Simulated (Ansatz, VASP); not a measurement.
## One calculation of BN, two programs

```
B N
1.0
     0.00000    1.75989    1.75989
     1.75989    0.00000    1.75989
     1.71366    1.71366    0.04623
B N
1 1
Direct
  0.00000 0.00000 0.00000
  0.75000 0.75000 0.75000
```

Alike in both runs: task single point; functional PBE; k mesh 12 × 12 × 12; occupations gaussian, width 0.05 eV; no spin polarisation.

|  | VASP | Ansatz |
| --- | --- | --- |
| version | VASP 6.6.1 | Ansatz 0.2.0 |
| potentials or method | VASP PAW PBE potentials, release 64 (B, N), cutoff 600 eV | scalar-relativistic, plane waves, PAW |
| valence electrons in the cell | 8 | 8 |

```csv
,VASP,Ansatz,Ansatz less VASP
gap on the k mesh at the Fermi level (eV),4.43,4.45,+0.012
least direct gap on the mesh (eV),8.90,8.91,+0.009
rms of the force components (eV/Å),0.286,0.279,-0.0062
```

Atom by atom the forces differ by 0.006 eV/Å (rms over components).
